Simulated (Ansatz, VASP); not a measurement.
# One calculation of Ge, two programs

Contents of INCAR:

```
SYSTEM = Ge
PREC     = Accurate       ! precision mode
ENCUT    = 520            ! plane-wave cutoff, eV
EDIFF    = 1E-8           ! SCF threshold, eV
ISMEAR   = -1             ! smearing method
SIGMA    = 0.05           ! smearing width, eV
LREAL    = .FALSE.        ! projectors in reciprocal space
LASPH    = .TRUE.         ! aspherical terms in the spheres
NELM     = 150            ! most SCF steps
ALGO     = Normal         ! electronic algorithm
ISIF     = 2              ! what is computed and relaxed
LWAVE    = .FALSE.        ! write WAVECAR
LCHARG   = .FALSE.        ! write CHGCAR
MAGMOM   = 0 0 0          ! initial moments
LORBIT   = 11             ! projections on sites
LSORBIT  = .TRUE.         ! spin-orbit coupling
GGA_COMPAT= .FALSE.      
LORBMOM  = .TRUE.       
GGA      = PE             ! functional
LEFG     = .TRUE.       
NBANDS   = 25             ! bands
```

The input KPOINTS:

```
Automatic mesh
0
G
  13 13 13
  0 0 0
```

Contents of POSCAR:

```
Ge
1.0
    2.7120740320      0.0000000000      0.0000000000
    0.0000000000      2.7120740320      0.0000000000
    0.0000000000      0.0000000000      2.7120740320
Ge
1
Direct
    0.0000000000      0.0000000000      0.0000000000
```

Input for Ansatz:

```yaml
crystal:
  lattice:
    - [2.712074032, 0.0, 0.0]
    - [0.0, 2.712074032, 0.0]
    - [0.0, 0.0, 2.712074032]
  atoms:
    - { symbol: Ge, position: [0.0, 0.0, 0.0] }
kpoints:
  mp_grid: { grid: [13, 13, 13] }
  band_path:
    path:
      - [0.0, 0.0, 0.0]
      - [0.0, 0.5, 0.0]
      - [0.5, 0.5, 0.0]
      - [0.0, 0.0, 0.0]
      - [0.5, 0.5, 0.5]
      - [0.0, 0.5, 0.0]
      - [0.5, 0.5, 0.5]
      - [0.5, 0.5, 0.0]
    npoints: 5
scf:
  occupations: { method: fermi_dirac, width: 0.05 }
hamiltonian:
  xc: pbe
  pseudopotentials: { kind: paw_fr }
output:
  forces: true
  stress: true
  eigenvalues: true
  efg: { contact_densities: true }
magnetization:
  noncollinear: true
  spin_orbit: true
```

Alike in both runs: task electric field gradients; functional PBE; k mesh 13 × 13 × 13; occupations fermi-dirac, width 0.05 eV; non-collinear spin, spin-orbit coupling.

```csv
,VASP,Ansatz
version,VASP 6.6.1,Ansatz 0.2.0
potentials or method,"VASP PAW PBE potentials, release 64 (Ge_d)","PAW with Ansatz's default frozen-core files, fully relativistic files with spin-orbit coupling"
plane-wave cutoff (eV),520,420
valence electrons in the cell,14,14
```

|  | VASP | Ansatz | Ansatz less VASP |
| --- | --- | --- | --- |
| pressure (GPa) | 0.0 | 0.0 | -0.05 |

With one functional, cell and mesh, what is left measures potentials, basis and numerics.
